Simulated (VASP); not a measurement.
# Ir (Fm-3m) in VASP: a series of runs, part 2 of 2

VASP 6.6.1. Earlier steps stand in the parts before.

## Step 4: Single point, PBE

INCAR

```
SYSTEM = Ir
PREC = Accurate ; ENCUT = 500
EDIFF = 1E-6 ; ISMEAR = -1
SIGMA = 0.15 ; LREAL = .False.
LASPH = .True. ; NELM = 120
ALGO = Normal ; ISIF = 2
LWAVE = .False. ; LCHARG = .True.
GGA = PE ; LELF = .True.
LVHAR = .True. ; NBANDS = 10
GGA_COMPAT = .False.
```

KPOINTS

```
regular mesh
0
Gamma
  4 4 4
  0 0 0
```

POSCAR

```
Ir
1.0
    0.0000000000      1.9354000000      1.9354000000
    1.9354000000      0.0000000000      1.9354000000
    1.9354000000      1.9354000000      0.0000000000
Ir
1
Direct
    0.0000000000      0.0000000000      0.0000000000
```

Potentials or basis: VASP PAW PBE potentials, release 64 (Ir).

Run with:

```
$ cat potpaw_PBE.64/Ir/POTCAR > POTCAR
$ mpirun -np 1 vasp_std > vasp.out
```

OUTCAR:

```text
SYSTEM = Ir
   PREC = Accurate
   ENCUT = 500
   EDIFF = 1E-6
   ISMEAR = -1
   LREAL = .False.
   LASPH = .True.
   NELM = 120
   ISIF = 2
   GGA = PE

 ion  position               nearest neighbor table
   1  0.000  0.000  0.000-

  LATTYP: Found a face centered cubic cell.
 ALAT       =     3.8708000000

  Lattice vectors:

 A1 = (   0.0000000000,   1.9354000000,   1.9354000000)
 A2 = (   1.9354000000,   0.0000000000,   1.9354000000)
 A3 = (   1.9354000000,   1.9354000000,   0.0000000000)

Analysis of symmetry for initial positions (statically):
=====================================================================
 Subroutine PRICEL returns:
 Original cell was already a primitive cell.

 Routine SETGRP: Setting up the symmetry group for a
 face centered cubic supercell.

 Subroutine GETGRP returns: Found 48 space group operations
 (whereof 48 operations were pure point group operations)
 out of a pool of 48 trial point group operations.

The static configuration has the point symmetry O_h .

Analysis of symmetry for dynamics (positions and initial velocities):
[... 145 lines left out ...]

 k-point     1 :       0.0000    0.0000    0.0000
  band No.  band energies     occupation
      1      -0.8753      2.00000
      2       6.2266      2.00000
      3       6.2266      2.00000
      4       6.2266      2.00000
      5       8.7991      1.99375
      6       8.7991      1.99375
      7      24.3750      0.00000
      8      29.7924      0.00000
      9      29.7924      0.00000
     10      29.7924      0.00000
[... 79 lines left out ...]
 k-point     8 :      -0.2500    0.5000    0.2500
  band No.  band energies     occupation
      1       3.9342      2.00000
      2       5.2718      2.00000
      3       5.2718      2.00000
      4       8.2368      1.99985
      5      11.3759      0.00002
      6      17.9630      0.00000
      7      18.8691      0.00000
      8      18.8691      0.00000
      9      22.9885      0.00000
     10      35.2746      0.00000

------------------------ aborting loop because EDIFF is reached ----------------------------------------

  FORCE on cell =-STRESS in cart. coord.  units (eV):
  Direction    XX          YY          ZZ          XY          YZ          ZX
  --------------------------------------------------------------------------------------
  -------------------------------------------------------------------------------------
  Total       -0.7738070     -0.7738070     -0.7738070      0.0000000     -0.0000000      0.0000000
  in kB      -85.5068743    -85.5068743    -85.5068743      0.0000000     -0.0000000      0.0000000
  external PRESSURE =     -85.5068743 kB  Pullay stress =       0.0000000 kB

 VOLUME and BASIS-vectors are now :
 -----------------------------------------------------------------------------
  energy-cutoff  :      500.00
  volume of cell :       14.50
      direct lattice vectors                 reciprocal lattice vectors
     0.000000000  1.935400000  1.935400000    -0.258344528  0.258344528  0.258344528
     1.935400000  0.000000000  1.935400000     0.258344528 -0.258344528  0.258344528
     1.935400000  1.935400000  0.000000000     0.258344528  0.258344528 -0.258344528

 POSITION                                       TOTAL-FORCE (eV/Angst)
 -----------------------------------------------------------------------------------
      0.00000      0.00000      0.00000        -0.000000     -0.000000      0.000000
 -----------------------------------------------------------------------------------
    total drift:                               -0.000000     -0.000000     -0.000000

  FREE ENERGIE OF THE ION-ELECTRON SYSTEM (eV)
  ---------------------------------------------------
  free  energy   TOTEN  =        -9.3414419634 eV

  energy  without entropy=       -9.3119196047  energy(sigma->0) =       -9.32668078
```

OSZICAR:

```text
N       E                     dE             d eps       ncg     rms          rms(c)
DAV:   1     0.502251902790E+02    0.50225E+02   -0.40477E+03   160   0.770E+02
DAV:   2    -0.908424706947E+01   -0.59309E+02   -0.57647E+02   162   0.197E+02
DAV:   3    -0.990178004241E+01   -0.81753E+00   -0.81603E+00   188   0.290E+01
DAV:   4    -0.991022310206E+01   -0.84431E-02   -0.84422E-02   182   0.280E+00
DAV:   5    -0.991037483762E+01   -0.15174E-03   -0.15174E-03   188   0.352E-01    0.134E+01
DAV:   6    -0.943692280682E+01    0.47345E+00   -0.80068E-01   184   0.112E+01    0.498E+00
DAV:   7    -0.934742734093E+01    0.89495E-01   -0.26947E-01   190   0.603E+00    0.104E+00
DAV:   8    -0.934484699598E+01    0.25803E-02   -0.18793E-03   182   0.451E-01    0.774E-01
DAV:   9    -0.934143621603E+01    0.34108E-02   -0.18343E-03   178   0.586E-01    0.184E-02
DAV:  10    -0.934144003065E+01   -0.38146E-05   -0.93766E-06   214   0.292E-02    0.220E-02
DAV:  11    -0.934144193616E+01   -0.19055E-05   -0.10384E-06   136   0.108E-02    0.190E-03
DAV:  12    -0.934144196341E+01   -0.27251E-07   -0.33456E-08    92   0.207E-03
   1 F= -.93414420E+01 E0= -.93266808E+01  d E =-.295224E-01
```

It took 6.6 s on 1 thread of AMD EPYC 7R13, shared host; peak memory 0.09 GiB.

What came out:

```
Free energy : -9.3414 eV
Pressure    : -8.6 GPa
```

Levels at points of the mesh, in eV from the Fermi level:
```
           k point  band 1  band 2  band 3  band 4  band 5  band 6  band 7  band 8  band 9
(0.00, 0.00, 0.00)  -10.54   -3.44   -3.44   -3.44   -0.86   -0.86   14.71   20.13   20.13
(0.50, 0.00, 0.00)   -7.53   -3.54   -3.54   -0.38    1.15    1.15    7.32   14.23   19.89
(0.50, 0.50, 0.00)   -7.33   -6.76    1.11    1.71    1.71    2.02   10.48   11.91   11.91
```

Caveat: the k points lie up to 0.70 Å⁻¹ apart; spin-orbit coupling is left out, which moves the levels of the heavy elements.

## Step 5: Single point, PBE

This run uses another cell than the first one, of 14.21 Å³/atom, 0.980 times its volume.

INCAR

```
ALGO     = Normal         # electronic algorithm
EDIFF    = 1E-6           # SCF threshold, eV
ENCUT    = 500            # plane-wave cutoff, eV
GGA      = PE             # functional
GGA_COMPAT= False        
ISIF     = 2              # what is computed and relaxed
ISMEAR   = -1             # smearing method
LASPH    = True           # aspherical terms in the spheres
LCHARG   = False          # write CHGCAR
LREAL    = False          # projectors in reciprocal space
LWAVE    = False          # write WAVECAR
NBANDS   = 10             # bands
NELM     = 120            # most SCF steps
PREC     = Accurate       # precision mode
SIGMA    = 0.15           # smearing width, eV
```

KPOINTS

```
k-points
0
Gamma
  4 4 4
```

POSCAR

```
Ir
1.0
    0.0000000000      1.9224103500      1.9224103500
    1.9224103500      0.0000000000      1.9224103500
    1.9224103500      1.9224103500      0.0000000000
Ir
1
Direct
    0.0000000000      0.0000000000      0.0000000000
```

Run with:

```
$ cat potpaw_PBE.64/Ir/POTCAR > POTCAR
$ mpirun -np 1 vasp_std > vasp.out
```

It took 6.3 s on 1 thread of AMD EPYC 7R13, shared host; peak memory 0.09 GiB.

It converged, with:

* Free energy: -9.3506 eV
* Pressure: -1.6 GPa

Levels at points of the mesh, in eV from the Fermi level:
| k point | band 1 | band 2 | band 3 | band 4 | band 5 | band 6 | band 7 | band 8 | band 9 |
| --- | --- | --- | --- | --- | --- | --- | --- | --- | --- |
| (0.00, 0.00, 0.00) | -10.74 | -3.54 | -3.54 | -3.54 | -0.89 | -0.89 | 14.69 | 20.22 | 20.22 |
| (0.50, 0.00, 0.00) | -7.73 | -3.65 | -3.65 | -0.42 | 1.20 | 1.20 | 7.54 | 14.21 | 20.08 |
| (0.50, 0.50, 0.00) | -7.55 | -6.97 | 1.16 | 1.77 | 1.77 | 2.03 | 10.77 | 12.01 | 12.01 |

Caveat: the k points lie up to 0.71 Å⁻¹ apart; spin-orbit coupling is left out, which moves the levels of the heavy elements.

## Step 6: Overview

```csv
spin,cell,cutoff (eV),gap on the mesh (eV),pressure (GPa)
off,"a = 2.737 Å, angles 60.0°, 1 atom",520,none,-8.5
"non-collinear, zero start, SOC","a = 2.737 Å, angles 60.0°, 1 atom",520,-,-7.8
off,"a = 2.737 Å, angles 60.0°, 1 atom",500,none,-8.6
off,"a = 2.719 Å, angles 60.0°, 1 atom",500,none,-1.6
```

Alike in all rows: task single point; level PBE; potentials or basis VASP PAW PBE potentials, release 64 (Ir); k mesh 4 × 4 × 4; smearing fermi-dirac 0.15 eV.

Caveats: all runs use coarse meshes; spin-orbit coupling is left out, which moves the levels of the heavy elements (some runs).

Total energies depend on the potentials used, so only differences within one code and one set of settings carry meaning.
